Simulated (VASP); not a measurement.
GeW:

```
Ge W
1.0
     0.00000    2.57761    2.57761
     2.57761    0.00000    2.57761
     2.57761    2.57761    0.00000
Ge W
1 1
Direct
  0.50000 0.50000 0.50000
  0.00000 0.00000 0.00000
```

| Quantity | Value |
| --- | --- |
| Program | VASP 6.6.1 |
| Task | relaxation of cell and atoms |
| Functional | PBE |
| Potentials or basis | VASP PAW PBE potentials, release 64 (Ge_d, W_sv) |
| Cutoff | 600 eV |
| k mesh | 9 × 9 × 9 |
| Occupations | fermi-dirac, width 0.05 eV |
| Spin | no spin polarisation |
| Hubbard terms | W d U = 5.0 eV |

At the start: pressure 4.9 GPa; volume 17.13 Å³/atom.

**Question.** How do energy, volume and symmetry change on relaxing?

**Answer.** Over 3 steps the energy falls by 7.3 meV/atom and the volume is 17.62 Å³/atom (+2.9 %); space group Fm-3m (No. 225, to 0.05 Å).

Step by step:
```tsv
step	energy change (eV)	largest force (eV/Å)	pressure (GPa)	volume (Å³)
1	0.0000	0.0000	4.92	34.25
2	0.0239	0.0000	-6.96	36.93
3	-0.0146	0.0000	0.04	35.24
```

Final structure:
```cif
data_structure
_symmetry_space_group_name_H-M 'P 1'
_symmetry_Int_Tables_number 1
_cell_length_a 3.6800
_cell_length_b 3.6800
_cell_length_c 3.6800
_cell_angle_alpha 60.000
_cell_angle_beta 60.000
_cell_angle_gamma 60.000
_cell_volume 35.24
loop_
_atom_site_label
_atom_site_type_symbol
_atom_site_fract_x
_atom_site_fract_y
_atom_site_fract_z
_atom_site_occupancy
Ge1 Ge 0.50000 0.50000 0.50000 1
W1 W 0.00000 0.00000 0.00000 1
```

Caveat: U without spin polarisation on a metal has little footing; the U is typed as a test and isn't derived for this compound.
